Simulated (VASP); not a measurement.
# H8CO6 in VASP: a series of runs, part 2 of 2

VASP 6.6.1.

**3. Single point, PBE+D3(BJ)**

Input file INCAR:

```
ALGO     = Normal         # electronic algorithm
EDIFF    = 1E-6           # SCF threshold, eV
ENCUT    = 520            # plane-wave cutoff, eV
GGA      = PE             # functional
ISIF     = 2              # what is computed and relaxed
ISMEAR   = -1             # smearing method
IVDW     = 12             # dispersion correction
LASPH    = True           # aspherical terms in the spheres
LCHARG   = True           # write CHGCAR
LELF     = True           # ELF
LREAL    = Auto         
LVHAR    = True         
LWAVE    = False          # write WAVECAR
NBANDS   = 37             # bands
NELM     = 60             # most SCF steps
PREC     = Accurate       # precision mode
SIGMA    = 0.02           # smearing width, eV
```

Input file KPOINTS:

```
k-points
0
Gamma
  1 1 1
```

Input file POSCAR:

```
H8CO6
1.0
    6.2299620000      0.0000000000      0.0000000000
    0.0000000000      6.2299620000      0.0000000000
    0.0000000000      0.0000000000      6.2299620000
O H C
6 8 1
Direct
    0.9712418792      0.9842114607      0.1730989691
    0.6765209804      0.0843504342      0.4714796013
    0.8497644127      0.2273850145      0.8450131799
    0.4284456310      0.1384117592      0.1695355445
    0.0533711121      0.8308236872      0.5569215350
    0.2868717337      0.6586075485      0.8115619325
    1.0543242479      1.0119162846      0.2881076963
    0.9101018594      1.0959456896      0.0888769466
    0.5433419979      0.1251371999      0.3793763108
    0.7742101798     -0.0113804868      0.3817519272
    0.9790107869      0.2877866671      0.7729100113
    0.7592823199      0.1931311941      0.7373720739
    0.4757974447      0.0120385967      0.0867099992
    0.3412861908      0.2187332764      0.0754097698
    0.1767426511      0.7508553022      0.6844182998
```

Potentials or basis: VASP PAW PBE potentials, release 64 (O, H, C).

Started as:

```bash
$ cat potpaw_PBE.64/O/POTCAR potpaw_PBE.64/H/POTCAR potpaw_PBE.64/C/POTCAR > POTCAR
$ mpirun -np 1 vasp_gam > vasp.out
```

OUTCAR:

```text
EDIFF = 1E-6
   ENCUT = 520
   GGA = PE
   ISIF = 2
   ISMEAR = -1
   IVDW = 12
   LASPH = True
   LREAL = Auto
   NELM = 60
   PREC = Accurate
 IVDW          = 12

 ion  position               nearest neighbor table
   1  0.971  0.984  0.173-   7 0.90   8 0.95
   2  0.677  0.084  0.471-  10 1.02   9 1.04
   3  0.850  0.227  0.845-  12 0.90  11 1.00
[... 261 lines left out ...]
  energy-cutoff  :      520.00
  volume of cell :      241.80
      direct lattice vectors                 reciprocal lattice vectors
     6.229962000  0.000000000  0.000000000     0.160514623  0.000000000  0.000000000
     0.000000000  6.229962000  0.000000000     0.000000000  0.160514623  0.000000000
     0.000000000  0.000000000  6.229962000     0.000000000  0.000000000  0.160514623

 POSITION                                       TOTAL-FORCE (eV/Angst)
 -----------------------------------------------------------------------------------
      6.05080      6.13160      1.07840        -2.059746     -3.283750     -2.881168
      4.21470      0.52550      2.93730        -0.744954     -0.387343     -0.204425
      5.29400      1.41660      5.26440         4.140481      2.066864      3.451024
      2.66920      0.86230      1.05620         0.398624     -1.262034     -0.370663
      0.33250      5.17600      3.46960         2.463184     -1.317770      2.380688
      1.78720      4.10310      5.05600        -0.898998      1.036537     -1.264443
      0.33844      0.07424      1.79490         2.461627      1.554540      2.975066
      5.66990      0.59774      0.55370        -0.108894      1.489641     -0.667081
      3.38500      0.77960      2.36350         2.087365     -0.526852      0.948662
      4.82330      6.15906      2.37830        -1.184310      1.097133      0.462977
      6.09920      1.79290      4.81520        -1.087357     -0.464316      0.509591
      4.73030      1.20320      4.59380        -3.035331     -1.450983     -4.117295
      2.96420      0.07500      0.54020        -0.204715      0.494405      0.344898
      2.12620      1.36270      0.46980        -0.937390      0.916439     -0.875900
      1.10110      4.67780      4.26390        -1.289586      0.037489     -0.691931
 -----------------------------------------------------------------------------------
    total drift:                                0.012649     -0.001965     -0.000974

  FREE ENERGIE OF THE ION-ELECTRON SYSTEM (eV)
  ---------------------------------------------------
  free  energy   TOTEN  =       -80.1558787352 eV

  energy  without entropy=      -80.1558787352  energy(sigma->0) =      -80.15587874
```

stdout:

```text
POSCAR found type information on POSCAR O H C
 POSCAR found :  3 types and      15 ions
 scaLAPACK will be used
 LDA part: xc-table for (Slater+PW92), standard interpolation
 POSCAR, INCAR and KPOINTS ok, starting setup
 FFT: planning ... GRIDC
 FFT: planning ... GRID_SOFT
 FFT: planning ... GRID
 WAVECAR not read
 entering main loop
```

Run time: 54 s. Hardware: 1 thread of AMD EPYC 7R13 (Zen 3), shared host; peak memory 0.27 GiB.

Results:

- Free energy: -80.1559 eV
- Pressure: 1.0 GPa
- Largest force: 5.773 eV/Å
- Band gap on the k mesh: 3.44 eV
- Dispersion energy per atom: -0.027 eV

Forces in eV/Å, atoms in the order of the input:
```
O   -2.060 -3.284 -2.881
O   -0.745 -0.387 -0.204
O    4.140  2.067  3.451
O    0.399 -1.262 -0.371
O    2.463 -1.318  2.381
O   -0.899  1.037 -1.264
H    2.462  1.555  2.975
H   -0.109  1.490 -0.667
H    2.087 -0.527  0.949
H   -1.184  1.097  0.463
H   -1.087 -0.464  0.510
H   -3.035 -1.451 -4.117
H   -0.205  0.494  0.345
H   -0.937  0.916 -0.876
C   -1.290  0.037 -0.692
```

Stress tensor (GPa, compression positive):
```
 0.20  1.43  2.57
 1.43 -0.03  0.88
 2.57  0.88  2.91
```

Levels at points of the mesh, in eV from the valence-band top:
| k point | band 22 | band 23 | band 24 | band 25 | band 26 | band 27 |
| --- | --- | --- | --- | --- | --- | --- |
| (0.00, 0.00, 0.00) | -1.14 | -0.69 | 0.00 | 3.44 | 4.67 | 4.83 |

Caveat: the k points lie up to 1.01 Å⁻¹ apart.

**4. Single point, PBE+D3(BJ)**

Input file INCAR:

```
SYSTEM = H8CO6
  ALGO = Normal
  EDIFF = 1E-6
  ENCUT = 520
  GGA = PE
  ISIF = 2
  ISMEAR = -1
  IVDW = 12
  LASPH = .TRUE.
  LCHARG = .TRUE.
  LELF = .TRUE.
  LREAL = Auto
  LVHAR = .TRUE.
  LWAVE = .FALSE.
  NBANDS = 37
  NELM = 80
  PREC = Accurate
  SIGMA = 0.02
```

Input file KPOINTS:

```
k-points
0
G
  1 1 1
  0 0 0
```

Input file POSCAR:

```
H8CO6
1.0
    6.2299620000      0.0000000000      0.0000000000
    0.0000000000      6.2299620000      0.0000000000
    0.0000000000      0.0000000000      6.2299620000
O H C
6 8 1
Direct
    0.9690588803      0.9907444058      0.2125374119
    0.6105815734      0.1211243343      0.5215762151
    0.9296685919      0.3035331516      0.8043227230
    0.4200828191      0.1155384254      0.1114774055
    0.0451688148      0.7739212535      0.5707257925
    0.3396810446      0.6812722132      0.7962969919
    1.1002635329      1.0046289207      0.2730835276
    0.9260409614      1.1004240475      0.1117021260
    0.5309984234      0.1905629601      0.3909815180
    0.7597959667      0.0985720298      0.4426190722
    0.9879675029      0.1608517034      0.7302452246
    0.8031188633      0.2923934367      0.7075805599
    0.2663579649      0.0595188221      0.0952975315
    0.4023941077      0.2726180352      0.1110600675
    0.1920557461      0.7184795028      0.6701164469
```

Started as:

```bash
$ cat potpaw_PBE.64/O/POTCAR potpaw_PBE.64/H/POTCAR potpaw_PBE.64/C/POTCAR > POTCAR
$ mpirun -np 1 vasp_gam > vasp.out
```

Wall time 33 s (1 thread of AMD EPYC 7R13 (Zen 3), shared host); peak memory 0.27 GiB.

Results (log left out):

```
Free energy                : -79.7839 eV
Pressure                   : -2.0 GPa
Largest force              : 6.517 eV/Å
Band gap on the k mesh     : 4.03 eV
Dispersion energy per atom : -0.027 eV
```

Forces on the atoms (eV/Å):
```
O   -4.229 -1.174 -1.310
O    1.688  1.193 -2.904
O    0.779 -3.244 -2.011
O   -1.841  0.186 -0.053
O   -1.190  0.217 -1.237
O   -3.091  0.415 -3.089
H    3.476  0.827  1.808
H    0.325  0.654 -0.415
H    0.910 -1.371  1.920
H   -2.348 -0.221  1.030
H   -0.192  2.354  1.750
H   -0.684  0.708  0.530
H    2.031  0.706 -0.258
H   -0.084 -0.403 -0.447
C    4.449 -0.847  4.687
```

Stress tensor (GPa, compression positive):
```
-1.84  0.42  0.26
 0.42 -2.30 -0.93
 0.26 -0.93 -1.93
```

Levels at points of the mesh, in eV from the valence-band top:
```
           k point  band 21  band 22  band 23  band 24  band 25  band 26  band 27  band 28
(0.00, 0.00, 0.00)    -1.21    -0.86    -0.49     0.00     4.03     5.74     6.04     7.13
```

Caveat: the k points lie up to 1.01 Å⁻¹ apart.

**5. Single point, PBE+D3(BJ)**

Input file INCAR:

```
PREC     = Accurate       # precision mode
ENCUT    = 520            # plane-wave cutoff, eV
EDIFF    = 1E-6           # SCF threshold, eV
ISMEAR   = -1             # smearing method
SIGMA    = 0.02           # smearing width, eV
LREAL    = Auto         
LASPH    = True           # aspherical terms in the spheres
NELM     = 60             # most SCF steps
ALGO     = Normal         # electronic algorithm
ISIF     = 2              # what is computed and relaxed
LWAVE    = False          # write WAVECAR
LCHARG   = False          # write CHGCAR
GGA      = PE             # functional
IVDW     = 12             # dispersion correction
NBANDS   = 37             # bands
```

Input file KPOINTS:

```
Automatic mesh
0
Gamma
  1 1 1
```

Input file POSCAR:

```
H8CO6
1.0
    6.2299620000      0.0000000000      0.0000000000
    0.0000000000      6.2299620000      0.0000000000
    0.0000000000      0.0000000000      6.2299620000
O H C
6 8 1
Direct
    0.9077262430      0.9284326293      0.2262774637
    0.6658949124      0.1389896118      0.5441927254
    0.9126058875      0.2794880611      0.8460725764
    0.4105000961      0.2243994426      0.0873520577
    0.0741898586      0.6830860285      0.5470819886
    0.3286857929      0.6784632073      0.8140338577
    0.8033275323      0.9552225198      0.3482846284
    0.8444513787      0.9628951188      0.0891819244
    0.5883181952      0.1388290972      0.4139832635
    0.6057982376      0.0209792612      0.6113359921
    1.0023335616      0.3621691432      0.7570993210
    0.7623642006      0.2535007437      0.7897640467
    0.4262465806      0.0746714025      0.0503534371
    0.2674173615      0.2805314061      0.0376085761
    0.2019755498      0.6913685830      0.6853492846
```

Started as:

```bash
$ cat potpaw_PBE.64/O/POTCAR potpaw_PBE.64/H/POTCAR potpaw_PBE.64/C/POTCAR > POTCAR
$ mpirun -np 1 vasp_gam > vasp.out
```

Run time: 39 s. Hardware: 1 thread of AMD EPYC 7R13 (Zen 3), shared host; peak memory 0.27 GiB.

The run converged. Its results:

| Quantity | Value |
| --- | --- |
| Free energy | -79.9024 eV |
| Pressure | 2.2 GPa |
| Largest force | 5.942 eV/Å |
| Band gap on the k mesh | 3.69 eV |
| Dispersion energy per atom | -0.026 eV |

Forces in eV/Å, atoms in the order of the input:
```
O   -0.377 -0.288  1.138
O    1.112  1.263 -0.236
O   -1.579 -1.399  1.961
O   -0.535  1.004 -0.083
O   -0.361  0.268 -0.079
O    4.152  0.170  4.247
H    1.208 -0.022 -1.540
H   -0.307  0.383 -0.003
H   -1.103  0.941 -1.773
H   -1.038 -2.342  1.721
H   -0.026  0.644 -1.521
H    2.061  1.030 -0.124
H   -0.653 -0.222 -0.246
H    1.100 -1.081  0.521
C   -3.656 -0.350 -3.984
```

Stress tensor (GPa, compression positive):
```
 0.90  0.76  2.83
 0.76  1.41 -1.27
 2.83 -1.27  4.22
```

Levels at points of the mesh, in eV from the valence-band top:
```
           k point  band 20  band 21  band 22  band 23  band 24  band 25  band 26  band 27  band 28  band 29
(0.00, 0.00, 0.00)    -1.75    -1.47    -0.96    -0.38     0.00     3.69     5.75     5.97     7.23     7.36
```

Caveat: the k points lie up to 1.01 Å⁻¹ apart.
